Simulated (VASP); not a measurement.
A run of VASP 6.6.1:

The input INCAR:

```
  ALGO = Normal
  EDIFF = 1E-6
  ENCUT = 500
  GGA = PE
  GGA_COMPAT = False
  ISIF = 2
  ISMEAR = 0
  LASPH = True
  LCHARG = True
  LELF = True
  LREAL = False
  LVHAR = True
  LWAVE = False
  NBANDS = 15
  NELM = 120
  PREC = Accurate
  SIGMA = 0.01
```

Contents of KPOINTS:

```
k-points
0
Gamma
  6 6 6
```

The input POSCAR:

```
CaS
1.0
    0.0000000000      2.8479357432      2.8479357432
    2.8479357432      0.0000000000      2.8479357432
    2.8479357432      2.8479357432      0.0000000000
Ca S
1 1
Direct
    0.0000000000      0.0000000000      0.0000000000
    0.5000000000      0.5000000000      0.5000000000
```

Potentials or basis: VASP PAW PBE potentials, release 64 (Ca_sv, S).

Launch:

```sh
$ cat potpaw_PBE.64/Ca_sv/POTCAR potpaw_PBE.64/S/POTCAR > POTCAR
$ mpirun -np 1 vasp_std > vasp.out
```

Hardware: 1 thread of Intel(R) Xeon(R) Platinum 8488C (Sapphire Rapids), with other jobs on the host.

Q: Estimate the wall time of this run.

A: Run time: 12 s on 1 thread of Intel(R) Xeon(R) Platinum 8488C (Sapphire Rapids) (shared host), peak memory 0.16 GiB. Counts: scf iterations 12, k points 16.
